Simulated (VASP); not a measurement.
# AlP (F-43m) in VASP: single point with r2SCAN

Aim: the single point of AlP with r2SCAN.

Everything below comes from runs of VASP 6.6.1. Logs are shortened: lines on timing, memory, paths and dates and some standing lists are left out, and cuts for length are marked.

## Step 1: The cell of the first run

It takes space group F-43m (No. 216, cubic). The conventional cell has a = 5.403 Å, b = 5.403 Å, c = 5.403 Å, α = 90.00°, β = 90.00°, γ = 90.00°. Within 3.1 Å of Al (site symmetry -43m) lie 4 P at 2.34 Å. Within 3.1 Å of P (site symmetry -43m) lie 4 Al at 2.34 Å.

## Step 2: Single point, r2SCAN

Input file POSCAR:

```
AlP
1.0
    0.0000000000      2.7012720000      2.7012720000
    2.7012720000      0.0000000000      2.7012720000
    2.7012720000      2.7012720000      0.0000000000
Al P
1 1
Direct
    0.0000000000      0.0000000000      0.0000000000
    0.2500000000      0.2500000000      0.2500000000
```

Input file INCAR.step1:

```
SYSTEM = AlP
ALGO = Normal ; EDIFF = 1E-5
ENCUT = 550 ; GGA = PE
GGA_COMPAT = .FALSE. ; ISMEAR = -1
LASPH = .TRUE. ; LCHARG = .FALSE.
LREAL = .FALSE. ; LWAVE = .TRUE.
NBANDS = 11 ; NELM = 120
PREC = Accurate ; SIGMA = 0.1
```

Input file INCAR.step2:

```
SYSTEM = AlP
ALGO = Normal ; EDIFF = 1E-6
ENCUT = 550 ; GGA_COMPAT = .FALSE.
ISIF = 2 ; ISMEAR = -1
ISTART = 1 ; LASPH = .TRUE.
LCHARG = .TRUE. ; LELF = .TRUE.
LMIXTAU = .TRUE. ; LREAL = .FALSE.
LVHAR = .TRUE. ; LWAVE = .FALSE.
METAGGA = R2SCAN ; NBANDS = 11
NELM = 120 ; PREC = Accurate
SIGMA = 0.1
```

Input file KPOINTS:

```
k-points
0
G
  8 8 8
  0 0 0
```

Potentials or basis: VASP PAW PBE potentials, release 64 (Al, P).

Command:

```
$ cat potpaw_PBE.64/Al/POTCAR potpaw_PBE.64/P/POTCAR > POTCAR
$ cp INCAR.step1 INCAR
$ mpirun -np 1 vasp_std > vasp.out
$ cp INCAR.step2 INCAR
$ mpirun -np 1 vasp_std > vasp.out
```

OUTCAR:

```text
SYSTEM = AlP
   EDIFF = 1E-6
   ENCUT = 550
   ISIF = 2
   ISMEAR = -1
   ISTART = 1
   LASPH = .TRUE.
   LREAL = .FALSE.
   METAGGA = R2SCAN
   NELM = 120
   PREC = Accurate

 ion  position               nearest neighbor table
   1  0.000  0.000  0.000-   2 2.34   2 2.34   2 2.34   2 2.34
   2  0.250  0.250  0.250-   1 2.34   1 2.34   1 2.34   1 2.34

  LATTYP: Found a face centered cubic cell.
 ALAT       =     5.4025440000

  Lattice vectors:

 A1 = (   0.0000000000,   2.7012720000,   2.7012720000)
 A2 = (   2.7012720000,   0.0000000000,   2.7012720000)
 A3 = (   2.7012720000,   2.7012720000,   0.0000000000)

Analysis of symmetry for initial positions (statically):
=====================================================================
 Subroutine PRICEL returns:
 Original cell was already a primitive cell.

 Routine SETGRP: Setting up the symmetry group for a
 face centered cubic supercell.

 Subroutine GETGRP returns: Found 24 space group operations
 (whereof 24 operations were pure point group operations)
 out of a pool of 48 trial point group operations.

The static configuration has the point symmetry T_d .

Analysis of symmetry for dynamics (positions and initial velocities):
=====================================================================
 Subroutine PRICEL returns:
 Original cell was already a primitive cell.

 Routine SETGRP: Setting up the symmetry group for a
 face centered cubic supercell.

 Subroutine GETGRP returns: Found 24 space group operations
 (whereof 24 operations were pure point group operations)
 out of a pool of 48 trial point group operations.

The dynamic configuration has the point symmetry T_d .

 Subroutine INISYM returns: Found 24 space group operations
 (whereof 24 operations are pure point group operations),
 and found     1 'primitive' translations

----------------------------------------------------------------------------------------

                                     Primitive cell

  volume of cell :      39.4217

  direct lattice vectors                    reciprocal lattice vectors
     0.000000000  2.701272000  2.701272000    -0.185097983  0.185097983  0.185097983
     2.701272000  0.000000000  2.701272000     0.185097983 -0.185097983  0.185097983
     2.701272000  2.701272000  0.000000000     0.185097983  0.185097983 -0.185097983

  length of vectors
     3.820175498  3.820175498  3.820175498     0.320599112  0.320599112  0.320599112

  position of ions in fractional coordinates (direct lattice)
     0.000000000  0.000000000  0.000000000
     0.250000000  0.250000000  0.250000000

  ion indices of the primitive-cell ions
   primitive index   ion index
                 1           1
                 2           2

----------------------------------------------------------------------------------------

 KPOINTS: k-points

Automatic generation of k-mesh.
 Grid dimensions read from file:
 generate k-points for:    8    8    8

 Generating k-lattice:

  Cartesian coordinates                     Fractional coordinates (reciprocal lattice)
    -0.023137248  0.023137248  0.023137248     0.125000000  0.000000000  0.000000000
     0.023137248 -0.023137248  0.023137248     0.000000000  0.125000000  0.000000000
     0.023137248  0.023137248 -0.023137248     0.000000000  0.000000000  0.125000000

  Length of vectors
     0.040074889  0.040074889  0.040074889

  Shift w.r.t. Gamma in fractional coordinates (k-lattice)
     0.000000000  0.000000000  0.000000000

 Subroutine IBZKPT returns following result:
 ===========================================

 Found     29 irreducible k-points:

 Following reciprocal coordinates:
            Coordinates               Weight
  0.000000  0.000000  0.000000      1.000000
  0.125000  0.000000  0.000000      8.000000
  0.250000  0.000000  0.000000      8.000000
  0.375000  0.000000  0.000000      8.000000
  0.500000  0.000000  0.000000      4.000000
  0.125000  0.125000  0.000000      6.000000
[... 16 lines left out ...]
  0.500000  0.250000  0.125000     48.000000
 -0.375000  0.250000  0.125000     24.000000
 [... further k-points ...]
   k-points           NKPTS =     29   k-points in BZ     NKDIM =     29   number of bands    NBANDS=     11
   number of dos      NEDOS =    301   number of ions     NIONS =      2
   total plane-waves  NPLWV =  27000
   dimension x,y,z NGX =    30 NGY =   30 NGZ =   30
   dimension x,y,z NGXF=    60 NGYF=   60 NGZF=   60
   ions per type =               1   1
   NGX,Y,Z   is equivalent  to a cutoff of  13.06, 13.06, 13.06 a.u.
   NGXF,Y,Z  is equivalent  to a cutoff of  26.11, 26.11, 26.11 a.u.
 SYSTEM =  AlP
   PREC   = accura    normal or accurate (medium, high low for compatibility)
   ISTART =      1    job   : 0-new  1-cont  2-samecut
   ICHARG =      0    charge: 1-file 2-atom 10-const
   ISPIN  =      1    spin polarized calculation?
   LNONCOLLINEAR =      F non collinear calculations
   LSORBIT =      F    spin-orbit coupling
   LASPH  =      T    aspherical Exc in radial PAW
   ENCUT  =  550.0 eV  40.42 Ry    6.36 a.u.   7.31  7.31  7.31*2*pi/ulx,y,z
   NELM   =    120;   NELMIN=  2; NELMDL=  0     # of ELM steps
   EDIFF  = 0.1E-05   stopping-criterion for ELM
   LREAL  =      F    real-space projection
   EDIFFG = 0.1E-04   stopping-criterion for IOM
   NSW    =      0    number of steps for IOM
   IBRION =     -1    ionic relax: 0-MD 1-quasi-New 2-CG
   NFREE  =      0    steps in history (QN), initial steepest desc. (CG)
   ISIF   =      2    stress and relaxation
   ISYM   =      2    0-nonsym 1-usesym 2-fastsym
   POTIM  = 0.5000    time-step for ionic-motion
   TEBEG  =    0.0;   TEEND  =   0.0 temperature during run
   PSTRESS=    0.0 pullay stress
   NELECT =       8.0000    total number of electrons
   NUPDOWN=      -1.0000    fix difference up-down
   EMIN   =  10.00;   EMAX   =-10.00  energy-range for DOS
   EFERMI =   0.00;   METHOD = LEGACY
   ISMEAR =    -1;   SIGMA  =   0.10  broadening in eV -4-tet -1-fermi 0-gaus
   EFERMI_NEDOS =   21; number of points for ismear=-14 and -15
   IALGO  =     38    algorithm
   IMIX   =      4    mixing-type and parameters
     AMIX     =   0.40;   BMIX     =  1.00
     AMIX_MAG =   1.60;   BMIX_MAG =  1.00
  volume/ion in A,a.u.               =      19.71       133.02
  Fermi-wavevector in a.u.,A,eV,Ry     =   0.962040  1.817992 12.592480  0.925521
  Thomas-Fermi vector in A             =   2.091464
   LORBIT       =      0    0 simple, 1 ext, 2 COOP (PROOUT), +10 PAW based schemes
   METAGGA = R2SCAN    functional components
   LHFCALC =     F    Hartree Fock is set to
   AEXX    =    0.0000 exact exchange contribution
   IVDW    =     0    specifies the selected vdW correction
   LEPSILON=     F    determine dielectric tensor
   LRPA    =     F    only Hartree local field effects (RPA)
 non-spin polarized calculation
  energy-cutoff  :      550.00
  volume of cell :       39.42
 maximum number of plane-waves:      1174
 NGX is ok and might be reduce to    30
   NGX = 15   NGY = 15   NGZ = 15

 number of electron       7.9999999 magnetization

 Free energy of the ion-electron system (eV)
  ---------------------------------------------------
  ext. energy  EPLUGINS =         0.00000000
  ---------------------------------------------------
  free energy    TOTEN  =       -17.19179848 eV

  energy without entropy =      -17.19179387  energy(sigma->0) =      -17.19179618

 E-fermi :   5.6805     XC(G=0):  -9.7572

 val. band max:        4.7022885236   @ k =   0.0000   0.0000   0.0000
 cond. band min:       6.5513995282   @ k =   0.5000   0.5000   0.0000
 fundamental gap:      1.8491110046
 Fermi energy:         5.6804802511

 k-point     1 :       0.0000    0.0000    0.0000
  band No.  band energies     occupation
      1      -7.4766      2.00000
      2       4.7023      1.99989
      3       4.7023      1.99989
      4       4.7023      1.99989
      5       8.9999      0.00000
      6       9.7262      0.00000
      7       9.7262      0.00000
      8       9.7262      0.00000
      9      14.0476      0.00000
     10      14.0476      0.00000
     11      16.1542      0.00000

 k-point     2 :       0.1250    0.0000    0.0000
  band No.  band energies     occupation
      1      -7.2901      2.00000
      2       3.4754      2.00000
      3       4.5457      1.99998
      4       4.5457      1.99998
      5       9.1723      0.00000
      6      10.0318      0.00000
      7      10.0318      0.00000
      8      10.5113      0.00000
      9      13.5559      0.00000
     10      13.5559      0.00000
     11      16.7219      0.00000

 k-point     3 :       0.2500    0.0000    0.0000
  band No.  band energies     occupation
      1      -6.7646      2.00000
      2       1.4169      2.00000
      3       4.2336      2.00000
      4       4.2336      2.00000
      5       8.6890      0.00000
      6      10.3370      0.00000
      7      10.3370      0.00000
      8      12.5404      0.00000
      9      13.5792      0.00000
     10      13.5792      0.00000
     11      16.0211      0.00000

 k-point     4 :       0.3750    0.0000    0.0000
  band No.  band energies     occupation
      1      -6.0553      2.00000
      2      -0.3458      2.00000
      3       3.9829      2.00000
      4       3.9829      2.00000
      5       8.2972      0.00000
      6      10.0968      0.00000
      7      10.0968      0.00000
      8      13.7082      0.00000
      9      15.1147      0.00000
     10      15.1147      0.00000
     11      16.4620      0.00000

 k-point     5 :       0.5000    0.0000    0.0000
  band No.  band energies     occupation
      1      -5.6506      2.00000
      2      -1.1163      2.00000
      3       3.8918      2.00000
      4       3.8918      2.00000
      5       8.1580      0.00000
      6       9.9334      0.00000
      7       9.9334      0.00000
      8      13.7562      0.00000
      9      16.9765      0.00000
     10      16.9765      0.00000
     11      17.7869      0.00000
[... 211 lines left out ...]
 k-point    21 :       0.5000    0.5000    0.0000
  band No.  band energies     occupation
      1      -4.9270      2.00000
      2      -0.8426      2.00000
      3       2.4555      2.00000
      4       2.4555      2.00000
      5       6.5514      0.00033
      6       7.5398      0.00000
      7      16.9847      0.00000
      8      16.9847      0.00000
      9      17.6009      0.00000
     10      17.6009      0.00000
     11      18.1647      0.00000

 k-point    22 :       0.3750    0.2500    0.1250
  band No.  band energies     occupation
      1      -6.3189      2.00000
      2       1.1015      2.00000
      3       2.6976      2.00000
      4       3.7397      2.00000
      5       9.0068      0.00000
      6      10.1500      0.00000
      7      10.6873      0.00000
      8      12.1734      0.00000
      9      13.8023      0.00000
     10      16.4034      0.00000
     11      18.7188      0.00000

 k-point    23 :       0.5000    0.2500    0.1250
  band No.  band energies     occupation
      1      -5.6680      2.00000
      2      -0.1023      2.00000
      3       2.1123      2.00000
      4       3.3280      2.00000
      5       9.1066      0.00000
      6      10.0450      0.00000
      7      11.3594      0.00000
      8      12.4755      0.00000
      9      15.0193      0.00000
     10      17.0753      0.00000
     11      18.5163      0.00000

 k-point    24 :      -0.3750    0.2500    0.1250
  band No.  band energies     occupation
      1      -5.3093      2.00000
      2      -0.7143      2.00000
      3       1.9793      2.00000
      4       3.1247      2.00000
      5       9.0963      0.00000
      6       9.7671      0.00000
      7      12.2399      0.00000
      8      13.1169      0.00000
      9      14.5529      0.00000
     10      17.0885      0.00000
     11      18.5206      0.00000

 [... further k-points ...]
[... 5 lines left out ...]
  --------------------------------------------------------------------------------------
  -------------------------------------------------------------------------------------
  Total        0.9351127      0.9351127      0.9351127      0.0000000      0.0000000     -0.0000000
  in kB       38.0048995     38.0048995     38.0048995      0.0000000      0.0000000     -0.0000000
  external PRESSURE =      38.0048995 kB  Pullay stress =       0.0000000 kB

 VOLUME and BASIS-vectors are now :
 -----------------------------------------------------------------------------
  energy-cutoff  :      550.00
  volume of cell :       39.42
      direct lattice vectors                 reciprocal lattice vectors
     0.000000000  2.701272000  2.701272000    -0.185097983  0.185097983  0.185097983
     2.701272000  0.000000000  2.701272000     0.185097983 -0.185097983  0.185097983
     2.701272000  2.701272000  0.000000000     0.185097983  0.185097983 -0.185097983

 POSITION                                       TOTAL-FORCE (eV/Angst)
 -----------------------------------------------------------------------------------
      0.00000      0.00000      0.00000         0.000000      0.000000      0.000000
      1.35064      1.35064      1.35064        -0.000000     -0.000000     -0.000000
 -----------------------------------------------------------------------------------
    total drift:                               -0.000000     -0.000000     -0.000000

  FREE ENERGIE OF THE ION-ELECTRON SYSTEM (eV)
  ---------------------------------------------------
  free  energy   TOTEN  =       -17.1917984847 eV

  energy  without entropy=      -17.1917938743  energy(sigma->0) =      -17.19179618
```

Wall time 74 s (1 thread of Intel Xeon Platinum 8259CL at 2.50GHz (Skylake/Cascade Lake), shared host); peak memory 0.16 GiB.

Results:

```
Free energy            : -17.1918 eV
Pressure               : 3.8 GPa
Band gap on the k mesh : 1.85 eV, indirect (least direct gap 4.10 eV)
```

Levels at points of the mesh, in eV from the valence-band top:
| k point | band 1 | band 2 | band 3 | band 4 | band 5 | band 6 | band 7 | band 8 | band 9 |
| --- | --- | --- | --- | --- | --- | --- | --- | --- | --- |
| (0.00, 0.00, 0.00) | -12.18 | 0.00 | 0.00 | 0.00 | 4.30 | 5.02 | 5.02 | 5.02 | 9.35 |
| (0.50, 0.00, 0.00) | -10.35 | -5.82 | -0.81 | -0.81 | 3.46 | 5.23 | 5.23 | 9.05 | 12.27 |
| (0.50, 0.50, 0.00) | -9.63 | -5.54 | -2.25 | -2.25 | 1.85 | 2.84 | 12.28 | 12.28 | 12.90 |

Caveat: the PAW data sets were made with another functional, which shifts forces and pressure a little.
